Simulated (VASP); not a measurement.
# ScTlH6 (P-1) in VASP: single point with r2SCAN+rVV10

Aim: the single point of ScTlH6 with r2SCAN+rVV10.

All numbers are computed with VASP 6.6.1; they aren't measurements. Logs are shortened: lines on timing, memory, paths and dates and some standing lists are left out, and cuts for length are marked.

## 1. The cell of the first run

The typed cell holds 8 atoms: a = 4.790 Å, b = 4.791 Å, c = 5.410 Å, α = 63.66°, β = 89.97°, γ = 60.09°.

## 2. Single point, r2SCAN+rVV10

Contents of POSCAR:

```
ScTlH6
1.0
    4.7895405182      0.0391820574     -0.0311835558
    2.3552300261      4.1717060282      0.0739545904
    0.0115328718      2.6673336450      4.7069592118
Sc Tl H
1 1 6
Direct
    0.5000000000      0.0000000000      0.5000000000
    0.0000000000      0.0000000000      0.0000000000
    0.0854983355      0.1650415025      0.2473350470
    0.9145016645      0.8349584975      0.7526649530
    0.2510466525      0.1617806374      0.7529316529
    0.7489533475      0.8382193626      0.2470683471
    0.4119670211      0.5025172233      0.2469231883
    0.5880329789      0.4974827767      0.7530768117
```

Contents of INCAR.step1:

```
SYSTEM = ScTlH6
PREC = Accurate
ENCUT = 520
ISMEAR = -1
SIGMA = 0.03
LREAL = .FALSE.
LASPH = .TRUE.
NELM = 60
NBANDS = 25
GGA = PE
ALGO = Normal
EDIFF = 1E-4
LWAVE = .TRUE.
LCHARG = .FALSE.
```

Contents of INCAR.step2:

```
SYSTEM = ScTlH6
PREC = Accurate
ENCUT = 520
EDIFF = 1E-7
ISMEAR = -1
SIGMA = 0.03
LREAL = .FALSE.
LASPH = .TRUE.
NELM = 60
ALGO = Normal
ISIF = 2
LWAVE = .FALSE.
LCHARG = .FALSE.
METAGGA = R2SCAN
LMIXTAU = .TRUE.
LUSE_VDW = .TRUE.
IVDW_NL = 2
BPARAM = 11.95
CPARAM = 0.0093
NBANDS = 25
ISTART = 1
```

Contents of KPOINTS:

```
Automatic mesh
0
G
  6 6 6
  0 0 0
```

Potentials or basis: VASP PAW PBE potentials, release 64 (Sc_sv, Tl_d, H).

Command:

```bash
> cat potpaw_PBE.64/Sc_sv/POTCAR potpaw_PBE.64/Tl_d/POTCAR potpaw_PBE.64/H/POTCAR > POTCAR
> cp INCAR.step1 INCAR
> mpirun -np 1 vasp_std > vasp.out
> cp INCAR.step2 INCAR
> mpirun -np 1 vasp_std > vasp.out
```

OUTCAR:

```text
SYSTEM = ScTlH6
   PREC = Accurate
   ENCUT = 520
   EDIFF = 1E-7
   ISMEAR = -1
   LREAL = .FALSE.
   LASPH = .TRUE.
   NELM = 60
   ISIF = 2
   METAGGA = R2SCAN
   IVDW_NL = 2
   BPARAM = 11.95
   ISTART = 1

 ion  position               nearest neighbor table
   1  0.500  0.000  0.500-   7 1.98   8 1.98   6 1.98   5 1.98   4 1.98   3 1.98   2 3.61   2 3.61
                             2 3.61   2 3.61   2 3.62   2 3.62
   2  0.000  0.000  0.000-   5 1.96   6 1.96   3 1.96   4 1.96   7 1.96   8 1.96   1 3.61   1 3.61
                             1 3.61   1 3.61   1 3.62   1 3.62
   3  0.085  0.165  0.247-   2 1.96   1 1.98
   4  0.915  0.835  0.753-   2 1.96   1 1.98
   5  0.251  0.162  0.753-   2 1.96   1 1.98
   6  0.749  0.838  0.247-   2 1.96   1 1.98
   7  0.412  0.503  0.247-   2 1.96   1 1.98
   8  0.588  0.497  0.753-   2 1.96   1 1.98

  LATTYP: Found a triclinic cell.
 ALAT       =     4.7912116362
 B/A-ratio  =     0.9997058486
 C/A-ratio  =     1.1291925020
 COS(alpha) =     0.0005004691
 COS(beta)  =     0.4437487657
 COS(gamma) =     0.4985681812

  Lattice vectors:

 A1 = (  -2.3552300261,  -4.1717060282,  -0.0739545904)
 A2 = (  -4.7895405182,  -0.0391820574,   0.0311835558)
 A3 = (  -0.0115328718,  -2.6673336450,  -4.7069592118)

Analysis of symmetry for initial positions (statically):
=====================================================================
 Subroutine PRICEL returns:
 Original cell was already a primitive cell.

 Routine SETGRP: Setting up the symmetry group for a
 triclinic supercell.

 Subroutine GETGRP returns: Found  2 space group operations
 (whereof  2 operations were pure point group operations)
 out of a pool of  2 trial point group operations.

The static configuration has the point symmetry S_2 .

Analysis of symmetry for dynamics (positions and initial velocities):
=====================================================================
 Subroutine PRICEL returns:
 Original cell was already a primitive cell.

 Routine SETGRP: Setting up the symmetry group for a
 triclinic supercell.

 Subroutine GETGRP returns: Found  2 space group operations
 (whereof  2 operations were pure point group operations)
 out of a pool of  2 trial point group operations.

The dynamic configuration has the point symmetry S_2 .

[... 112 lines left out ...]
   EDIFFG = 0.1E-05   stopping-criterion for IOM
   NSW    =      0    number of steps for IOM
   IBRION =     -1    ionic relax: 0-MD 1-quasi-New 2-CG
   NFREE  =      0    steps in history (QN), initial steepest desc. (CG)
   ISIF   =      2    stress and relaxation
   ISYM   =      2    0-nonsym 1-usesym 2-fastsym
   POTIM  = 0.5000    time-step for ionic-motion
   TEBEG  =    0.0;   TEEND  =   0.0 temperature during run
   PSTRESS=    0.0 pullay stress
   NELECT =      30.0000    total number of electrons
   NUPDOWN=      -1.0000    fix difference up-down
   EMIN   =  10.00;   EMAX   =-10.00  energy-range for DOS
   EFERMI =   0.00;   METHOD = LEGACY
   ISMEAR =    -1;   SIGMA  =   0.03  broadening in eV -4-tet -1-fermi 0-gaus
   EFERMI_NEDOS =   21; number of points for ismear=-14 and -15
   IALGO  =     38    algorithm
   IMIX   =      4    mixing-type and parameters
     AMIX     =   0.40;   BMIX     =  1.00
     AMIX_MAG =   1.60;   BMIX_MAG =  1.00
  volume/ion in A,a.u.               =      11.56        78.01
  Fermi-wavevector in a.u.,A,eV,Ry     =   1.124886  2.125726 17.216383  1.265368
  Thomas-Fermi vector in A             =   2.261560
   LORBIT       =      0    0 simple, 1 ext, 2 COOP (PROOUT), +10 PAW based schemes
   METAGGA = R2SCAN    functional components
   LHFCALC =     F    Hartree Fock is set to
   AEXX    =    0.0000 exact exchange contribution
   IVDW_NL    =     2    kernel type
   BPARAM     =11.9500
   IVDW    =     0    specifies the selected vdW correction
   LEPSILON=     F    determine dielectric tensor
   LRPA    =     F    only Hartree local field effects (RPA)
 non-spin polarized calculation
  energy-cutoff  :      520.00
  volume of cell :       92.47
 maximum number of plane-waves:      2506
   NGX = 17   NGY = 17   NGZ = 21

 number of electron      29.9999996 magnetization

 Free energy of the ion-electron system (eV)
  ---------------------------------------------------
  ext. energy  EPLUGINS =         0.00000000
  ---------------------------------------------------
  free energy    TOTEN  =       -82.50609501 eV

  energy without entropy =      -82.50609500  energy(sigma->0) =      -82.50609501

 E-fermi :   1.8173     XC(G=0):  -9.2988

 val. band max:        1.3448642810   @ k =   0.0000   0.0000   0.5000
 cond. band min:       2.2725713365   @ k =   0.0000   0.0000   0.0000
 fundamental gap:      0.9277070555
 Fermi energy:         1.8173342002

 k-point     1 :       0.0000    0.0000    0.0000
  band No.  band energies     occupation
      1     -50.3313      2.00000
      2     -27.9653      2.00000
      3     -27.9641      2.00000
      4     -27.9549      2.00000
      5     -10.2994      2.00000
      6     -10.2976      2.00000
[... 661 lines left out ...]
     24       9.7817      0.00000
     25      10.2651      0.00000

 [... further k-points ...]

------------------------ aborting loop because EDIFF is reached ----------------------------------------

  FORCE on cell =-STRESS in cart. coord.  units (eV):
  Direction    XX          YY          ZZ          XY          YZ          ZX
  --------------------------------------------------------------------------------------
  -------------------------------------------------------------------------------------
  Total       -0.0036906     -0.0134946     -0.0241208      0.0050756      0.0003824     -0.0062532
  in kB       -0.0639423     -0.2338026     -0.4179094      0.0879380      0.0066259     -0.1083410
  external PRESSURE =      -0.2385514 kB  Pullay stress =       0.0000000 kB

 VOLUME and BASIS-vectors are now :
 -----------------------------------------------------------------------------
  energy-cutoff  :      520.00
  volume of cell :       92.47
      direct lattice vectors                 reciprocal lattice vectors
     4.789540518  0.039182057 -0.031183556     0.210207862 -0.119872651  0.067414235
     2.355230026  4.171706028  0.073954590    -0.002893840  0.243792855 -0.138145134
     0.011532872  2.667333645  4.706959212     0.001438092 -0.004624569  0.215068505

 POSITION                                       TOTAL-FORCE (eV/Angst)
 -----------------------------------------------------------------------------------
      2.40054      1.35326      2.33789         0.000000      0.000000      0.000000
      0.00000      0.00000      0.00000         0.000000     -0.000000      0.000000
      0.80106      1.35158      1.17374        -0.010212     -0.002522     -0.009206
      6.35524      5.52664      3.57599         0.010212      0.002522      0.009206
      1.59211      2.69306      3.54815        -0.007224      0.007749      0.008956
      5.56419      4.18516      1.20158         0.007224     -0.007749     -0.008956
      3.15952      2.77112      1.18657         0.003296      0.010582     -0.008945
      3.99678      4.10710      3.56316        -0.003296     -0.010582      0.008945
 -----------------------------------------------------------------------------------
    total drift:                                0.000000      0.000000      0.000000

  FREE ENERGIE OF THE ION-ELECTRON SYSTEM (eV)
  ---------------------------------------------------
  free  energy   TOTEN  =       -82.5060950063 eV

  energy  without entropy=      -82.5060950039  energy(sigma->0) =      -82.50609501
```

OUTCAR.step1:

```text
SYSTEM = ScTlH6
   PREC = Accurate
   ENCUT = 520
   ISMEAR = -1
   LREAL = .FALSE.
   LASPH = .TRUE.
[... 922 lines left out ...]
      5.56419      4.18516      1.20158        -0.044172     -0.021092      0.025477
      3.15952      2.77112      1.18657         0.039825     -0.027900      0.024079
      3.99678      4.10710      3.56316        -0.039825      0.027900     -0.024079
 -----------------------------------------------------------------------------------
    total drift:                                0.000000      0.000000      0.000000

  FREE ENERGIE OF THE ION-ELECTRON SYSTEM (eV)
  ---------------------------------------------------
  free  energy   TOTEN  =       -26.3263679327 eV

  energy  without entropy=      -26.3263676017  energy(sigma->0) =      -26.32636777
```

Wall time 16 min (1 thread of Intel Xeon Platinum 8488C (Sapphire Rapids), shared host); peak memory 0.61 GiB.

Results:

```yaml
Free_energy: -82.5061 eV
Pressure: 0.0 GPa
Largest_force: 0.014 eV/Å
Band_gap_on_the_k_mesh: 0.93 eV (least direct gap 2.00 eV)
```

Forces on the atoms (eV/Å):
```
Sc   0.000  0.000  0.000
Tl   0.000  0.000  0.000
H   -0.010 -0.003 -0.009
H    0.010  0.003  0.009
H   -0.007  0.008  0.009
H    0.007 -0.008 -0.009
H    0.003  0.011 -0.009
H   -0.003 -0.011  0.009
```

Levels at points of the mesh, in eV from the valence-band top:
| k point | band 12 | band 13 | band 14 | band 15 | band 16 | band 17 | band 18 | band 19 |
| --- | --- | --- | --- | --- | --- | --- | --- | --- |
| (0.00, 0.00, 0.00) | -1.89 | -1.88 | -1.78 | -1.78 | 0.93 | 2.22 | 2.22 | 2.22 |
| (0.50, 0.00, 0.00) | -3.65 | -3.31 | -0.87 | -0.54 | 1.63 | 2.36 | 2.55 | 3.01 |
| (0.00, 0.50, 0.00) | -3.32 | -3.00 | -2.44 | -1.69 | 1.06 | 2.00 | 2.69 | 2.86 |
| (0.50, 0.50, 0.00) | -3.65 | -3.31 | -0.88 | -0.55 | 1.63 | 2.37 | 2.55 | 3.01 |
| (0.00, 0.00, 0.50) | -3.13 | -3.12 | -0.01 | 0.00 | 2.00 | 2.01 | 2.19 | 3.07 |
| (0.50, 0.00, 0.50) | -3.33 | -3.00 | -2.44 | -1.69 | 1.06 | 2.00 | 2.69 | 2.86 |
| (0.00, 0.50, 0.50) | -3.65 | -3.31 | -0.88 | -0.53 | 1.63 | 2.37 | 2.54 | 3.01 |
| (0.50, 0.50, 0.50) | -3.31 | -3.01 | -2.43 | -1.69 | 1.06 | 2.00 | 2.69 | 2.86 |

Caveat: the PAW data sets were made with another functional, which shifts forces and pressure a little; spin-orbit coupling is left out, which moves the levels of the heavy elements. A k mesh can miss the band edges.
